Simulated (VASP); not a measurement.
A run of VASP 6.6.1:

File INCAR:

```
SYSTEM = CdS
PREC     = Accurate       ! precision mode
ENCUT    = 520            ! plane-wave cutoff, eV
EDIFF    = 1E-6           ! SCF threshold, eV
ISMEAR   = -1             ! smearing method
SIGMA    = 0.01           ! smearing width, eV
LREAL    = .FALSE.        ! projectors in reciprocal space
LASPH    = .TRUE.         ! aspherical terms in the spheres
NELM     = 100            ! most SCF steps
ALGO     = Normal         ! electronic algorithm
ISIF     = 2              ! what is computed and relaxed
LWAVE    = .FALSE.        ! write WAVECAR
LCHARG   = .TRUE.         ! write CHGCAR
GGA      = PS             ! functional
LELF     = .TRUE.         ! ELF
LVHAR    = .TRUE.       
NBANDS   = 26             ! bands
```

KPOINTS

```
Automatic mesh
0
G
  7 7 4
  0 0 0
```

Contents of POSCAR:

```
CdS
1.0
    4.0107552273      0.0000000000      0.0000000000
   -2.0053776136      3.4734159152      0.0000000000
    0.0000000000      0.0000000000      6.7490000000
Cd S
2 2
Direct
    0.3333333333      0.6666666667      0.0000000000
    0.6666666667      0.3333333333      0.5000000000
    0.3333333333      0.6666666667      0.3850000000
    0.6666666667      0.3333333333      0.8850000000
```

Potentials or basis: VASP PAW PBE potentials, release 64 (Cd, S).

Launch:

```sh
$ cat potpaw_PBE.64/Cd/POTCAR potpaw_PBE.64/S/POTCAR > POTCAR
$ mpirun -np 1 vasp_std > vasp.out
```

Hardware: 1 thread of Intel Xeon 8259CL (shared host).

Problem. Estimate the wall time of this run.

Solution. It took 110 s on 1 thread of Intel Xeon 8259CL, on a shared host, peak memory 0.22 GiB. Counts: scf iterations 14, k points 24.
